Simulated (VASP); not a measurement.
A run of VASP 6.6.1:

INCAR

```
ALGO = Normal
EDIFF = 1E-6
ENCUT = 520
GGA = PE
ISIF = 2
ISMEAR = 0
LASPH = T
LCHARG = F
LREAL = F
LWAVE = F
NBANDS = 51
NELM = 100
PREC = Accurate
SIGMA = 0.1
```

KPOINTS

```
k-points
0
Gamma
  6 4 2
```

POSCAR

```
SnGe5
1.0
    3.0416645220      0.0000000000      0.0000000000
    0.0000000000      4.4530075252      0.0000000000
    0.0000000000      0.0000000000      9.3846412356
Sn Ge
1 5
Direct
    0.0000000000      0.0000000000      0.5000000000
    0.0000000000      0.0000000000      0.1456096563
    0.5000000000      0.5000000000      0.2985459775
    0.5000000000      0.5000000000      0.7014540225
    0.0000000000      0.0000000000      0.8543903437
    0.5000000000      0.5000000000      0.0000000000
```

Potentials or basis: VASP PAW PBE potentials, release 64 (Sn_d, Ge_d).

Run with:

```sh
$ cat potpaw_PBE.64/Sn_d/POTCAR potpaw_PBE.64/Ge_d/POTCAR > POTCAR
$ mpirun -np 1 vasp_std > vasp.out
```

Hardware: 1 thread of AMD EPYC 9R45 96-Core Processor (Zen 5) (shared host).

Q: How long does it take, and how much memory?

A: Wall time 83 s on 1 thread of AMD EPYC 9R45 96-Core Processor (Zen 5), with other jobs on the host, peak memory 0.27 GiB. Counts: scf iterations 14, k points 24.
